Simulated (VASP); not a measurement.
# TaCu2O3 in VASP: further runs

TaCu2O3 is run at these levels: r2SCAN; tasks: single point.

Program: VASP 6.6.1. These are calculated values, not measurements. Logs are shortened: lines on timing, memory, paths and dates and some standing lists are left out, and cuts for length are marked.

## (1) The cell of the first run

The typed cell holds 6 atoms: a = 5.367 Å, b = 5.367 Å, c = 3.609 Å, α = 90.00°, β = 90.00°, γ = 60.00°.

## (2) Single point, r2SCAN

POSCAR

```
TaCu2O3
1.0
    2.6837451900      4.6483819000      0.0000000000
   -2.6837451900      4.6483819000      0.0000000000
    0.0000000000      0.0000000000      3.6092614300
Cu Ta O
2 1 3
Direct
    0.3333000000      0.3334000000      0.5000000000
    0.6666000000      0.6667000000      0.5000000000
    0.0000000000      0.0000000000      0.0000000000
    0.5000000000      0.5000000000      0.0000000000
    0.5000000000      0.0000000000      0.0000000000
    0.0000000000      0.5000000000      0.0000000000
```

INCAR.step1

```
SYSTEM = TaCu2O3
PREC     = Accurate       ! precision mode
ENCUT    = 520            ! plane-wave cutoff, eV
ISMEAR   = -1             ! smearing method
SIGMA    = 0.1            ! smearing width, eV
LREAL    = .FALSE.        ! projectors in reciprocal space
LASPH    = .TRUE.         ! aspherical terms in the spheres
NELM     = 100            ! most SCF steps
NBANDS   = 34             ! bands
GGA      = PE             ! functional
ALGO     = Normal         ! electronic algorithm
EDIFF    = 1E-4           ! SCF threshold, eV
LWAVE    = .TRUE.         ! write WAVECAR
LCHARG   = .FALSE.        ! write CHGCAR
```

INCAR.step2

```
SYSTEM = TaCu2O3
PREC     = Accurate       ! precision mode
ENCUT    = 520            ! plane-wave cutoff, eV
EDIFF    = 1E-6           ! SCF threshold, eV
ISMEAR   = -1             ! smearing method
SIGMA    = 0.1            ! smearing width, eV
LREAL    = .FALSE.        ! projectors in reciprocal space
LASPH    = .TRUE.         ! aspherical terms in the spheres
NELM     = 100            ! most SCF steps
ALGO     = Normal         ! electronic algorithm
ISIF     = 2              ! what is computed and relaxed
LWAVE    = .FALSE.        ! write WAVECAR
LCHARG   = .FALSE.        ! write CHGCAR
METAGGA  = R2SCAN         ! meta-GGA
LMIXTAU  = .TRUE.       
NBANDS   = 34             ! bands
ISTART   = 1
```

KPOINTS

```
Automatic mesh
0
G
  4 4 5
  0 0 0
```

Potentials or basis: VASP PAW PBE potentials, release 64 (Cu, Ta_pv, O).

On the command line:

```console
$ cat potpaw_PBE.64/Cu/POTCAR potpaw_PBE.64/Ta_pv/POTCAR potpaw_PBE.64/O/POTCAR > POTCAR
$ cp INCAR.step1 INCAR
$ mpirun -np 1 vasp_std > vasp.out
$ cp INCAR.step2 INCAR
$ mpirun -np 1 vasp_std > vasp.out
```

OUTCAR:

```text
SYSTEM = TaCu2O3
   PREC = Accurate
   ENCUT = 520
   EDIFF = 1E-6
   ISMEAR = -1
   LREAL = .FALSE.
   LASPH = .TRUE.
   NELM = 100
   ISIF = 2
   METAGGA = R2SCAN
   ISTART = 1

 ion  position               nearest neighbor table
   1  0.333  0.333  0.500-   4 2.38   4 2.38   6 2.38   6 2.38   5 2.38   5 2.38
   2  0.667  0.667  0.500-   4 2.38   4 2.38   5 2.38   5 2.38   6 2.38   6 2.38
   3  0.000  0.000  0.000-   5 2.68   6 2.68   6 2.68   5 2.68   4 2.68   4 2.68
   4  0.500  0.500  0.000-   1 2.38   2 2.38   1 2.38   2 2.38   3 2.68   3 2.68
   5  0.500  0.000  0.000-   2 2.38   2 2.38   1 2.38   1 2.38   3 2.68   3 2.68
   6  0.000  0.500  0.000-   1 2.38   1 2.38   2 2.38   2 2.38   3 2.68   3 2.68

  LATTYP: Found a hexagonal cell.
 ALAT       =     5.3674894069
 C/A-ratio  =     0.6724300984

  Lattice vectors:

 A1 = (   2.6837451900,  -4.6483819000,   0.0000000000)
 A2 = (   2.6837451900,   4.6483819000,   0.0000000000)
 A3 = (   0.0000000000,   0.0000000000,   3.6092614300)

Analysis of symmetry for initial positions (statically):
=====================================================================
 Subroutine PRICEL returns:
 Original cell was already a primitive cell.

 Routine SETGRP: Setting up the symmetry group for a
 hexagonal supercell.

 Subroutine GETGRP returns: Found  4 space group operations
 (whereof  4 operations were pure point group operations)
 out of a pool of 24 trial point group operations.

The static configuration has the point symmetry C_2v.

Analysis of symmetry for dynamics (positions and initial velocities):
=====================================================================
 Subroutine PRICEL returns:
 Original cell was already a primitive cell.

 Routine SETGRP: Setting up the symmetry group for a
 hexagonal supercell.

 Subroutine GETGRP returns: Found  4 space group operations
 (whereof  4 operations were pure point group operations)
 out of a pool of 24 trial point group operations.

The dynamic configuration has the point symmetry C_2v.

 Subroutine INISYM returns: Found  4 space group operations
 (whereof  4 operations are pure point group operations),
 and found     1 'primitive' translations

----------------------------------------------------------------------------------------

                                     Primitive cell

  volume of cell :      90.0516

[... 92 lines left out ...]
   EDIFF  = 0.1E-05   stopping-criterion for ELM
   LREAL  =      F    real-space projection
   EDIFFG = 0.1E-04   stopping-criterion for IOM
   NSW    =      0    number of steps for IOM
   IBRION =     -1    ionic relax: 0-MD 1-quasi-New 2-CG
   NFREE  =      0    steps in history (QN), initial steepest desc. (CG)
   ISIF   =      2    stress and relaxation
   ISYM   =      2    0-nonsym 1-usesym 2-fastsym
   POTIM  = 0.5000    time-step for ionic-motion
   TEBEG  =    0.0;   TEEND  =   0.0 temperature during run
   PSTRESS=    0.0 pullay stress
   NELECT =      51.0000    total number of electrons
   NUPDOWN=      -1.0000    fix difference up-down
   EMIN   =  10.00;   EMAX   =-10.00  energy-range for DOS
   EFERMI =   0.00;   METHOD = LEGACY
   ISMEAR =    -1;   SIGMA  =   0.10  broadening in eV -4-tet -1-fermi 0-gaus
   EFERMI_NEDOS =   21; number of points for ismear=-14 and -15
   IALGO  =     38    algorithm
   IMIX   =      4    mixing-type and parameters
     AMIX     =   0.40;   BMIX     =  1.00
     AMIX_MAG =   1.60;   BMIX_MAG =  1.00
  volume/ion in A,a.u.               =      15.01       101.28
  Fermi-wavevector in a.u.,A,eV,Ry     =   1.354465  2.559567 24.960910  1.834575
  Thomas-Fermi vector in A             =   2.481634
   LORBIT       =      0    0 simple, 1 ext, 2 COOP (PROOUT), +10 PAW based schemes
   METAGGA = R2SCAN    functional components
   LHFCALC =     F    Hartree Fock is set to
   AEXX    =    0.0000 exact exchange contribution
   IVDW    =     0    specifies the selected vdW correction
   LEPSILON=     F    determine dielectric tensor
   LRPA    =     F    only Hartree local field effects (RPA)
 non-spin polarized calculation
  energy-cutoff  :      520.00
  volume of cell :       90.05
 maximum number of plane-waves:      2440
   NGX = 19   NGY = 19   NGZ = 13

 number of electron      50.9999991 magnetization

 Free energy of the ion-electron system (eV)
  ---------------------------------------------------
  ext. energy  EPLUGINS =         0.00000000
  ---------------------------------------------------
  free energy    TOTEN  =       -86.56754737 eV

  energy without entropy =      -86.37583130  energy(sigma->0) =      -86.47168933

 E-fermi :   2.8524     XC(G=0): -11.1311

 val. band max:        2.8511640454   @ k =   0.0000   0.0000   0.0000
 cond. band min:       2.9054180461   @ k =   0.5000   0.2500   0.4000
 fundamental gap:      0.0542540007
 Fermi energy:         2.8523634417

 k-point     1 :       0.0000    0.0000    0.0000
  band No.  band energies     occupation
      1     -35.4291      2.00000
      2     -35.4291      2.00000
      3     -35.0734      2.00000
      4     -16.0685      2.00000
      5     -14.9667      2.00000
      6     -14.9663      2.00000
[... 766 lines left out ...]
     33       8.1021      0.00000
     34       8.2863      0.00000

------------------------ aborting loop because EDIFF is reached ----------------------------------------

  FORCE on cell =-STRESS in cart. coord.  units (eV):
  Direction    XX          YY          ZZ          XY          YZ          ZX
  --------------------------------------------------------------------------------------
  -------------------------------------------------------------------------------------
  Total      -19.6106189    -19.6157140    -21.2735818      0.0000000      0.0000000      0.0000000
  in kB     -348.9076300   -348.9982796   -378.4946840      0.0000000      0.0000000      0.0000000
  external PRESSURE =    -358.8001978 kB  Pullay stress =       0.0000000 kB

 VOLUME and BASIS-vectors are now :
 -----------------------------------------------------------------------------
  energy-cutoff  :      520.00
  volume of cell :       90.05
      direct lattice vectors                 reciprocal lattice vectors
     2.683745190  4.648381900  0.000000000     0.186306808  0.107564312  0.000000000
    -2.683745190  4.648381900  0.000000000    -0.186306808  0.107564312  0.000000000
     0.000000000  0.000000000  3.609261430     0.000000000  0.000000000  0.277064995

 POSITION                                       TOTAL-FORCE (eV/Angst)
 -----------------------------------------------------------------------------------
     -0.00027      3.09908      1.80463        -0.000662     -0.000075      0.000000
     -0.00027      6.19769      1.80463        -0.000662      0.000075      0.000000
      0.00000      0.00000      0.00000         0.000147      0.000000      0.000000
      0.00000      4.64838      0.00000         0.000109      0.000000      0.000000
      1.34187      2.32419      0.00000         0.000534     -0.000245      0.000000
     -1.34187      2.32419      0.00000         0.000534      0.000245      0.000000
 -----------------------------------------------------------------------------------
    total drift:                               -0.000611      0.000000     -0.000000

  FREE ENERGIE OF THE ION-ELECTRON SYSTEM (eV)
  ---------------------------------------------------
  free  energy   TOTEN  =       -86.5675473663 eV

  energy  without entropy=      -86.3758313023  energy(sigma->0) =      -86.47168933
```

It took 2.9 min on 1 thread of AMD EPYC 9R45 (Zen 5), shared host; peak memory 0.22 GiB.

What came out:

- Free energy: -86.5675 eV
- Pressure: -35.9 GPa

Stress tensor (GPa, compression positive):
```
-34.89   0.00   0.00
  0.00 -34.90   0.00
  0.00   0.00 -37.85
```

Levels at points of the mesh, in eV from the Fermi level:
```tsv
k point	band 23	band 24	band 25	band 26	band 27	band 28	band 29	band 30
(0.00, 0.00, 0.00)	-0.44	-0.44	0.00	0.00	0.27	0.27	0.58	0.64
(0.50, 0.00, 0.00)	-1.11	-0.70	-0.56	-0.04	0.77	0.77	1.03	1.97
(0.50, 0.50, 0.00)	-1.11	-0.70	-0.56	-0.04	0.77	0.77	1.03	1.97
```

Caveat: the PAW data sets were made with another functional, which shifts forces and pressure a little; spin-orbit coupling is left out, which moves the levels of the heavy elements; an odd number of electrons without spin polarisation forces a metal; a magnetic or distorted state may lie lower; semilocal functionals often make such compounds metallic where correlation or magnetic order opens a gap, which also shifts bond lengths. With open d or f shells a metallic result of r2SCAN can be an artefact of self-interaction; +U or a hybrid may open a gap.

## (3) Single point, r2SCAN

POSCAR is that of step 2.

INCAR.step1

```
PREC = Accurate
ENCUT = 520
ISMEAR = -1
SIGMA = 0.1
LREAL = F
LASPH = T
NELM = 100
NBANDS = 34
GGA = PE
ALGO = Normal
EDIFF = 1E-4
LWAVE = T
LCHARG = F
```

INCAR.step2

```
PREC = Accurate
ENCUT = 520
EDIFF = 1E-6
ISMEAR = -1
SIGMA = 0.1
LREAL = F
LASPH = T
NELM = 100
ALGO = Normal
ISIF = 2
LWAVE = F
LCHARG = F
METAGGA = R2SCAN
LMIXTAU = T
NBANDS = 34
ISTART = 1
```

KPOINTS

```
regular mesh
0
Gamma
  4 4 5
```

Potentials or basis: VASP PAW PBE potentials, release 64 (Cu, Ta_pv, O).

On the command line:

```console
$ cat potpaw_PBE.64/Cu/POTCAR potpaw_PBE.64/Ta_pv/POTCAR potpaw_PBE.64/O/POTCAR > POTCAR
$ cp INCAR.step1 INCAR
$ mpirun -np 1 vasp_std > vasp.out
$ cp INCAR.step2 INCAR
$ mpirun -np 1 vasp_std > vasp.out
```

OUTCAR:

```text
PREC = Accurate
   ENCUT = 520
   EDIFF = 1E-6
   ISMEAR = -1
   LREAL = F
   LASPH = T
   NELM = 100
   ISIF = 2
   METAGGA = R2SCAN
   ISTART = 1

 ion  position               nearest neighbor table
   1  0.333  0.333  0.500-   4 2.38   4 2.38   6 2.38   6 2.38   5 2.38   5 2.38
   2  0.667  0.667  0.500-   4 2.38   4 2.38   5 2.38   5 2.38   6 2.38   6 2.38
   3  0.000  0.000  0.000-   5 2.68   6 2.68   6 2.68   5 2.68   4 2.68   4 2.68
   4  0.500  0.500  0.000-   1 2.38   2 2.38   1 2.38   2 2.38   3 2.68   3 2.68
[... 979 lines left out ...]
  -------------------------------------------------------------------------------------
  Total      -19.6106189    -19.6157140    -21.2735818      0.0000000      0.0000000      0.0000000
  in kB     -348.9076300   -348.9982796   -378.4946840      0.0000000      0.0000000      0.0000000
  external PRESSURE =    -358.8001978 kB  Pullay stress =       0.0000000 kB

 VOLUME and BASIS-vectors are now :
 -----------------------------------------------------------------------------
  energy-cutoff  :      520.00
  volume of cell :       90.05
      direct lattice vectors                 reciprocal lattice vectors
     2.683745190  4.648381900  0.000000000     0.186306808  0.107564312  0.000000000
    -2.683745190  4.648381900  0.000000000    -0.186306808  0.107564312  0.000000000
     0.000000000  0.000000000  3.609261430     0.000000000  0.000000000  0.277064995

 POSITION                                       TOTAL-FORCE (eV/Angst)
 -----------------------------------------------------------------------------------
     -0.00027      3.09908      1.80463        -0.000662     -0.000075      0.000000
     -0.00027      6.19769      1.80463        -0.000662      0.000075      0.000000
      0.00000      0.00000      0.00000         0.000147      0.000000      0.000000
      0.00000      4.64838      0.00000         0.000109      0.000000      0.000000
      1.34187      2.32419      0.00000         0.000534     -0.000245      0.000000
     -1.34187      2.32419      0.00000         0.000534      0.000245      0.000000
 -----------------------------------------------------------------------------------
    total drift:                               -0.000611      0.000000     -0.000000

  FREE ENERGIE OF THE ION-ELECTRON SYSTEM (eV)
  ---------------------------------------------------
  free  energy   TOTEN  =       -86.5675473663 eV

  energy  without entropy=      -86.3758313023  energy(sigma->0) =      -86.47168933
```

It took 2.9 min on 1 thread of AMD EPYC 9R45 (Zen 5), shared host; peak memory 0.21 GiB.

Results:

```
Free energy : -86.5675 eV
Pressure    : -35.9 GPa
```

Caveat: the PAW data sets were made with another functional, which shifts forces and pressure a little; spin-orbit coupling is left out, which moves the levels of the heavy elements; an odd number of electrons without spin polarisation forces a metal; a magnetic or distorted state may lie lower; semilocal functionals often make such compounds metallic where correlation or magnetic order opens a gap, which also shifts bond lengths.

## (4) Single point, r2SCAN

POSCAR is that of step 3.

INCAR.step1

```
PREC     = Accurate       # precision mode
ENCUT    = 520            # plane-wave cutoff, eV
ISMEAR   = 0              # smearing method
SIGMA    = 0.025          # smearing width, eV
LREAL    = False          # projectors in reciprocal space
LASPH    = True           # aspherical terms in the spheres
NELM     = 100            # most SCF steps
NBANDS   = 34             # bands
GGA      = PE             # functional
ALGO     = Normal         # electronic algorithm
EDIFF    = 1E-4           # SCF threshold, eV
LWAVE    = True           # write WAVECAR
LCHARG   = False          # write CHGCAR
```

INCAR.step2

```
PREC     = Accurate       # precision mode
ENCUT    = 520            # plane-wave cutoff, eV
EDIFF    = 1E-6           # SCF threshold, eV
ISMEAR   = 0              # smearing method
SIGMA    = 0.025          # smearing width, eV
LREAL    = False          # projectors in reciprocal space
LASPH    = True           # aspherical terms in the spheres
NELM     = 100            # most SCF steps
ALGO     = Normal         # electronic algorithm
ISIF     = 2              # what is computed and relaxed
LWAVE    = False          # write WAVECAR
LCHARG   = False          # write CHGCAR
METAGGA  = R2SCAN         # meta-GGA
LMIXTAU  = True         
NBANDS   = 34             # bands
ISTART   = 1
```

KPOINTS is that of step 3.

On the command line:

```console
$ cat potpaw_PBE.64/Cu/POTCAR potpaw_PBE.64/Ta_pv/POTCAR potpaw_PBE.64/O/POTCAR > POTCAR
$ cp INCAR.step1 INCAR
$ mpirun -np 1 vasp_std > vasp.out
$ cp INCAR.step2 INCAR
$ mpirun -np 1 vasp_std > vasp.out
```

Run time: 3.3 min. Hardware: 1 thread of AMD EPYC 9R45 (Zen 5), shared host; peak memory 0.22 GiB.

The run converged. Its results:

```
Free energy : -86.4657 eV
Pressure    : -36.1 GPa
```

Stress tensor (GPa, compression positive):
```
-35.22   0.00   0.00
  0.00 -35.23   0.00
  0.00   0.00 -37.77
```

Levels at points of the mesh, in eV from the Fermi level:
```tsv
k point	band 24	band 25	band 26	band 27	band 28	band 29
(0.00, 0.00, 0.00)	-0.49	0.00	0.00	0.23	0.23	0.55
(0.50, 0.00, 0.00)	-0.74	-0.56	-0.04	0.73	0.73	1.00
(0.50, 0.50, 0.00)	-0.74	-0.56	-0.04	0.73	0.73	1.00
```

Caveat: the PAW data sets were made with another functional, which shifts forces and pressure a little; spin-orbit coupling is left out, which moves the levels of the heavy elements; an odd number of electrons without spin polarisation forces a metal; a magnetic or distorted state may lie lower; semilocal functionals often make such compounds metallic where correlation or magnetic order opens a gap, which also shifts bond lengths. With open d or f shells a metallic result of r2SCAN can be an artefact of self-interaction; +U or a hybrid may open a gap.

(Continued in part 2 of 2.)
